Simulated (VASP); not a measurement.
Wanted: the native input for a VASP 6.6.1 run.

```yaml
Task: single point
Functional: r2SCAN
Potentials_or_basis: VASP PAW PBE potentials, release 64 (W_sv, S)
Cutoff: 520 eV
k_mesh: 10 × 10 × 2
Occupations: fermi-dirac, width 0.05 eV
Spin: no spin polarisation
Dipole_correction: no
Further_INCAR_settings: ALGO = Normal; EDIFF = 1e-07; NBANDS = 20
```

Slab: WS2, a slab with vacuum.

```
W S
1.0
     3.18352    0.00000    0.00000
    -1.59176    2.75701    0.00000
     0.00000    0.00000   16.95058
W S
1 2
Direct
  0.00000 0.00000 0.00000
  0.33333 0.66667 0.09200
  0.33333 0.66667 0.90800
```

One way to write it, as run:

POSCAR

```
WS2
1.0
    3.1835163552      0.0000000000      0.0000000000
   -1.5917581776      2.7570060369      0.0000000000
    0.0000000000      0.0000000000     16.9505778900
W S
1 2
Direct
    0.0000000000      0.0000000000      0.0000000000
    0.3333333333      0.6666666667      0.0920005100
    0.3333333333      0.6666666667      0.9079994900
```

INCAR.step1

```
SYSTEM = WS2
  ALGO = Normal
  EDIFF = 1E-4
  ENCUT = 520
  GGA = PE
  ISMEAR = -1
  LASPH = .TRUE.
  LCHARG = .FALSE.
  LREAL = .FALSE.
  LWAVE = .TRUE.
  NBANDS = 20
  NELM = 80
  PREC = Accurate
  SIGMA = 0.05
```

INCAR.step2

```
SYSTEM = WS2
  ALGO = Normal
  EDIFF = 1E-7
  ENCUT = 520
  ISIF = 2
  ISMEAR = -1
  ISTART = 1
  LASPH = .TRUE.
  LCHARG = .FALSE.
  LMIXTAU = .TRUE.
  LREAL = .FALSE.
  LWAVE = .FALSE.
  METAGGA = R2SCAN
  NBANDS = 20
  NELM = 80
  PREC = Accurate
  SIGMA = 0.05
```

KPOINTS

```
k-points
0
G
  10 10 2
  0 0 0
```

Potentials or basis: VASP PAW PBE potentials, release 64 (W_sv, S).

Command:

```sh
$ cat potpaw_PBE.64/W_sv/POTCAR potpaw_PBE.64/S/POTCAR > POTCAR
$ cp INCAR.step1 INCAR
$ mpirun -np 1 vasp_std > vasp.out
$ cp INCAR.step2 INCAR
$ mpirun -np 1 vasp_std > vasp.out
```

Results of the run:

```
Largest force          : 0.004 eV/Å
Band gap on the k mesh : 2.10 eV, indirect (least direct gap 2.28 eV)
```

Caveat: the PAW data sets were made with another functional, which shifts forces and pressure a little; spin-orbit coupling is left out, which moves the levels of the heavy elements.

Wall time 2.7 min on 1 thread of Intel(R) Xeon(R) 6975P-C (Granite Rapids), on a shared host, peak memory 0.31 GiB.
